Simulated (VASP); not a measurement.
The system is AlNi.

```
CELL_PARAMETERS angstrom
2.28524 -1.38532 0.00000
2.28524 1.38532 0.00000
-1.34735 0.00000 3.85479
ATOMIC_POSITIONS crystal
Ni 0.50000 0.50000 0.50000
Al 0.00000 0.00000 0.00000
```

Base run:

- Program: VASP 6.6.1
- Functional: PBEsol
- Potentials or basis: VASP PAW PBE potentials, release 64 (Ni, Al)
- Cutoff: 520 eV
- k mesh: 11 × 11 × 7
- Occupations: fermi-dirac, width 0.05 eV
- Spin: collinear spin, ferromagnetic start
- Starting moments: [1.0, 0.0] μB

Its results: pressure 0.3 GPa; net moment 0.00 μB per cell.

Task: The run is repeated on the same cell with these changes: functional from PBEsol to LDA; potentials or basis from VASP PAW PBE potentials, release 64 (Ni, Al) to VASP PAW LDA potentials, release 64 (Ni, Al). What comes out?

Result: Pressure -4.6 GPa; net moment 0.00 μB per cell.

Caveats: the PAW data sets were made with another functional, which shifts forces and pressure a little (at least some runs); the cell stands under tension (at least some runs).
